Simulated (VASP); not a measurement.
Wanted: the native input for a VASP 6.6.1 run.

* Task: single point
* Functional: LDA
* Potentials or basis: VASP PAW LDA potentials, release 64 (C)
* Cutoff: 520 eV
* k mesh: 1 × 1 × 1
* Occupations: gaussian, width 0.1 eV
* Spin: no spin polarisation
* Dipole correction: no
* Further INCAR settings: ALGO = Normal; EDIFF = 1e-06; NBANDS = 16

The structure of C lies in POSCAR:

```
C
1.0
    1.2159619696     -2.1479622876      0.0091232276
    1.2232502972      2.1521701653     -0.0413730204
   -0.0941886657     -0.0851463517      7.1476530721
C
4
Direct
    0.1034933285      0.9456230676      0.7488005552
    0.5908149738      0.4138432831      0.2394105085
    0.9242568809      0.0859987362      0.2421136921
    0.4285181549      0.5893271320      0.7486182121
```

One way to write it, as run:

INCAR

```
PREC     = Accurate       # precision mode
ENCUT    = 520            # plane-wave cutoff, eV
EDIFF    = 1E-6           # SCF threshold, eV
ISMEAR   = 0              # smearing method
SIGMA    = 0.1            # smearing width, eV
LREAL    = False          # projectors in reciprocal space
LASPH    = True           # aspherical terms in the spheres
NELM     = 100            # most SCF steps
ALGO     = Normal         # electronic algorithm
ISIF     = 2              # what is computed and relaxed
LWAVE    = False          # write WAVECAR
LCHARG   = False          # write CHGCAR
GGA      = CA             # functional
NBANDS   = 16             # bands
```

KPOINTS

```
Automatic mesh
0
Gamma
  1 1 1
```

Potentials or basis: VASP PAW LDA potentials, release 64 (C).

Run with:

```bash
$ cat potpaw_LDA.64/C/POTCAR > POTCAR
$ mpirun -np 1 vasp_gam > vasp.out
```

Results of the run:

```json
{
  "Pressure": "20.4 GPa",
  "Largest force": "6.078 eV/Å",
  "Band gap on the k mesh": "4.74 eV"
}
```

Caveat: the k points lie up to 2.97 Å⁻¹ apart; forces of over 1 eV/Å act on the atoms, so gaps and moduli don't describe the material at rest.

Wall time 2.3 s on 1 thread of Intel Xeon 8259CL, with other jobs on the host, peak memory 0.12 GiB.
